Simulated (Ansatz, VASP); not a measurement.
**One calculation of KZnF3, two programs**

File INCAR:

```
SYSTEM = KZnF3
PREC     = Accurate       ! precision mode
ENCUT    = 520            ! plane-wave cutoff, eV
EDIFF    = 1E-7           ! SCF threshold, eV
ISMEAR   = 0              ! smearing method
SIGMA    = 0.02           ! smearing width, eV
LREAL    = .FALSE.        ! projectors in reciprocal space
LASPH    = .TRUE.         ! aspherical terms in the spheres
NELM     = 100            ! most SCF steps
ALGO     = Normal         ! electronic algorithm
ISIF     = 2              ! what is computed and relaxed
LWAVE    = .FALSE.        ! write WAVECAR
LCHARG   = .TRUE.         ! write CHGCAR
GGA      = PS             ! functional
LELF     = .TRUE.         ! ELF
LVHAR    = .TRUE.       
NBANDS   = 29             ! bands
```

The input KPOINTS:

```
regular mesh
0
G
  6 6 6
  0 0 0
```

File POSCAR:

```
KZnF3
1.0
    4.0519406020      0.0000000000      0.0000000000
    0.0000000000      4.0519406020      0.0000000000
    0.2431164361      0.0000000000      4.0519406020
K Zn F
1 1 3
Direct
    0.0000000000      0.0000000000      0.0000000000
    0.5000000000      0.5000000000      0.5000000000
    0.0000000000      0.5000000000      0.5000000000
    0.5000000000      0.0000000000      0.5000000000
    0.5000000000      0.5000000000      0.0000000000
```

Input for Ansatz:

```yaml
crystal:
  lattice:
    - [4.051940602, 0.0, 0.0]
    - [0.0, 4.051940602, 0.0]
    - [0.2431164361, 0.0, 4.051940602]
  atoms:
    - { symbol: K, position: [0.0, 0.0, 0.0] }
    - { symbol: Zn, position: [0.5, 0.5, 0.5] }
    - { symbol: F, position: [0.0, 0.5, 0.5] }
    - { symbol: F, position: [0.5, 0.0, 0.5] }
    - { symbol: F, position: [0.5, 0.5, 0.0] }
basis:
  ecutwfc: 420
kpoints:
  mp_grid: { grid: [6, 6, 6] }
hamiltonian:
  xc: pbesol
scf:
  occupations: { method: gaussian, width: 0.02 }
output:
  forces: true
  stress: true
  eigenvalues: true
```

Change from the starting cell: shear of c along a, cell held, atoms relaxed: +6.0 %.

Alike in both runs: task single point; functional PBEsol; k mesh 6 × 6 × 6; occupations gaussian, width 0.02 eV; no spin polarisation.

|  | VASP | Ansatz |
| --- | --- | --- |
| version | VASP 6.6.1 | Ansatz 0.2.0 |
| potentials or method | VASP PAW PBE potentials, release 64 (K_sv, Zn, F), cutoff 520 eV | scalar-relativistic, plane waves, PAW |
| valence electrons in the cell | 42 | 42 |

Ansatz gave:

```
gap on the k mesh at the Fermi level (eV)                     : 3.69
least direct gap on the mesh (eV)                             : 5.36
pressure (GPa)                                                : 0.0
traceless stress, the component that is largest in VASP (GPa) : -2.03
```

Problem. Estimate VASP's values.

Solution. gap on the k mesh at the Fermi level (eV): 3.62; least direct gap on the mesh (eV): 5.31; pressure (GPa): 0.4; traceless stress, the component that is largest in VASP (GPa): -2.01.

VASP's potentials were made for PBE, not for PBEsol.
